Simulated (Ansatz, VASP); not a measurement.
**Sn: VASP beside Ansatz**

```xyz
2
Lattice="3.4565 0.0000 0.0000 0.0000 3.4565 0.0000 0.0000 0.0000 4.6912" Properties=species:S:1:pos:R:3 pbc="T T T"
Sn    0.0000    1.7282    1.1727
Sn    1.7282    0.0000    3.5185
```

Alike in both runs: functional PBE; k mesh 14 × 14 × 8; occupations gaussian, width 0.1 eV; no spin polarisation.

Ansatz relaxed the structure, and its values are those at the end. VASP's run is a single point on that final structure, the one shown.

|  | VASP | Ansatz |
| --- | --- | --- |
| version | VASP 6.6.1 | Ansatz 0.2.0 |
| potentials or method | VASP PAW PBE potentials, release 64 (Sn_d), cutoff 520 eV | scalar-relativistic, plane waves, PAW |
| valence electrons in the cell | 28 | 28 |

```tsv
	VASP	Ansatz	Ansatz less VASP
gap on the k mesh at the Fermi level (eV)	none	none	-
pressure (GPa)	0.0	0.0	+0.02
```

A gap of «none» marks a metal or a gap that the smearing closes.
